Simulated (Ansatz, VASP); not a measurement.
**SbS2 in VASP and in Ansatz**

File INCAR:

```
SYSTEM = SbS2
PREC = Accurate ; ENCUT = 600
EDIFF = 1E-6 ; ISMEAR = 0
SIGMA = 0.1 ; LREAL = .FALSE.
LASPH = .TRUE. ; NELM = 80
ALGO = Normal ; ISIF = 3
LWAVE = .FALSE. ; LCHARG = .FALSE.
GGA = PS ; IBRION = 2
NSW = 80 ; EDIFFG = -0.05
```

The input KPOINTS:

```
regular mesh
0
G
  6 6 2
  0 0 0
```

File POSCAR:

```
SbS2
1.0
    3.0156052484      0.0000000000      0.0000000000
   -1.5078026242      2.6115907529      0.0000000000
    0.0000000000      0.0000000000     16.2518951915
Sb S
1 2
Direct
    0.3333333333      0.6666666667      0.0000000000
    0.6666666667      0.3333333333      0.9075761480
    0.6666666667      0.3333333333      0.0924238520
```

Input for Ansatz:

```yaml
crystal:
  lattice:
    - [3.0156052484, 0.0, 0.0]
    - [-1.5078026242, 2.6115907529, 0.0]
    - [0.0, 0.0, 16.2518951915]
  atoms:
    - { symbol: Sb, position: [0.3333333333, 0.6666666667, 0.0] }
    - { symbol: S, position: [0.6666666667, 0.3333333333, 0.907576148] }
    - { symbol: S, position: [0.6666666667, 0.3333333333, 0.092423852] }
basis:
  ecutwfc: 420
kpoints:
  mp_grid: { grid: [6, 6, 2] }
hamiltonian:
  xc: pbesol
scf:
  occupations: { method: gaussian, width: 0.1 }
output:
  forces: true
  stress: true
  eigenvalues: true
relax:
  adjacent_minimum: "off"
  f_tol: 0.05
  max_steps: 60
  cell: { stress_tol: 0.5 }
```

Alike in both runs: task relaxation of cell and atoms; functional PBEsol; k mesh 6 × 6 × 2; occupations gaussian, width 0.1 eV; no spin polarisation.

|  | VASP | Ansatz |
| --- | --- | --- |
| version | VASP 6.6.1 | Ansatz 0.2.0 |
| potentials or method | VASP PAW PBE potentials, release 64 (Sb, S), cutoff 600 eV | scalar-relativistic, plane waves, PAW |
| valence electrons in the cell | 17 | 27 |

|  | VASP | Ansatz | Ansatz less VASP |
| --- | --- | --- | --- |
| gap on the k mesh at the Fermi level, each at its own relaxed structure (eV) | none | none | - |
| relaxed volume (Å³/atom) | 61.86 | 60.18 | -1.674 |
| relaxed cell length with the largest relative difference (Å) | 3.585 | 3.550 | -0.0348 |

VASP's potentials were made for PBE, not for PBEsol. A gap of «none» marks a metal or a gap that the smearing closes. VASP's potentials hold 17 valence electrons a cell and Ansatz's 27, so a difference there can come from the potentials and not from the codes.

The k mesh is coarse, so the values compare programs but aren't converged. Spin-orbit coupling is off throughout. Noted on VASP's run: the volume moved by over 15 % at a fixed basis, so the end points are rough.
